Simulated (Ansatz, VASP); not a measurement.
# Mo3P4 in VASP and in Ansatz

```
Mo P
1.0
     4.94298    0.00000    0.00000
     0.00000    4.94298    0.00000
     0.00000    0.00000    4.94298
Mo P
3 4
Direct
  0.00000 0.00000 0.50000
  0.50000 0.00000 0.00000
  0.00000 0.50000 0.00000
  0.69286 0.30714 0.30714
  0.30714 0.69286 0.30714
  0.30714 0.30714 0.69286
  0.69286 0.69286 0.69286
```

Change from the starting cell: species swapped into the Si3As4 type (P-43m, No. 215).

Alike in both runs: task single point; functional PBE; k mesh 4 × 4 × 4; occupations gaussian, width 0.1 eV; collinear spin.

|  | VASP | Ansatz |
| --- | --- | --- |
| version | VASP 6.6.1 | Ansatz 0.2.0 |
| potentials or method | VASP PAW PBE potentials, release 64 (Mo_sv, P), cutoff 520 eV | scalar-relativistic, plane waves, PAW |
| valence electrons in the cell | 62 | 62 |

Ansatz gave:

- gap on the k mesh at the Fermi level (eV): none
- pressure (GPa): 0.0
- rms of the force components (eV/Å): 0.002
- net moment per atom (μB): 0.00

**Question.** What did VASP give for the same quantities?

**Answer.** gap on the k mesh at the Fermi level (eV): none; pressure (GPa): 0.0; rms of the force components (eV/Å): 0.006; net moment per atom (μB): 0.00.

Atom by atom the forces differ by 0.004 eV/Å (rms over components). A gap of «none» marks a metal or a gap that the smearing closes. With one functional, cell and mesh, what is left measures potentials, basis and numerics. Ansatz's warnings: seeded moment not kept.
